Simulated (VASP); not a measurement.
NaF (Villiaumite), 2 atoms in the cell. Symmetry: I4/mmm, No. 139, tetragonal system. The conventional cell has a = 3.209 Å, b = 3.209 Å, c = 4.686 Å, α = 90.00°, β = 90.00°, γ = 90.00°. Within 3.0 Å of Na (site symmetry 4/mmm) lie 6 F at 2.27 to 2.34 Å. Within 3.0 Å of F (site symmetry 4/mmm) lie 6 Na at 2.27 to 2.34 Å.  This cell differs from its parent crystal: in-plane strain -0.02.

- Program: VASP 6.6.1
- Task: single point
- Functional: PBEsol
- Potentials or basis: VASP PAW PBE potentials, release 64 (Na_pv, F)
- Cutoff: 520 eV
- k mesh: 8 × 8 × 8
- Occupations: gaussian, width 0.01 eV
- Spin: no spin polarisation
- Dipole correction: no
- Further INCAR settings: ALGO = Normal; EDIFF = 1e-07; NBANDS = 14

Potentials or basis: VASP PAW PBE potentials, release 64 (Na_pv, F).

The run is started by

```console
$ cat potpaw_PBE.64/Na_pv/POTCAR potpaw_PBE.64/F/POTCAR > POTCAR
$ mpirun -np 1 vasp_std > vasp.out
```

Hardware: 1 thread of Intel(R) Xeon(R) Platinum 8259CL CPU @ 2.50GHz (Skylake/Cascade Lake) (shared host).

Question: How long does it take, and how much memory?

Answer: Run time: 14 s on 1 thread of Intel(R) Xeon(R) Platinum 8259CL CPU @ 2.50GHz (Skylake/Cascade Lake), on a shared host, peak memory 0.14 GiB. Counts: scf iterations 13, k points 59.
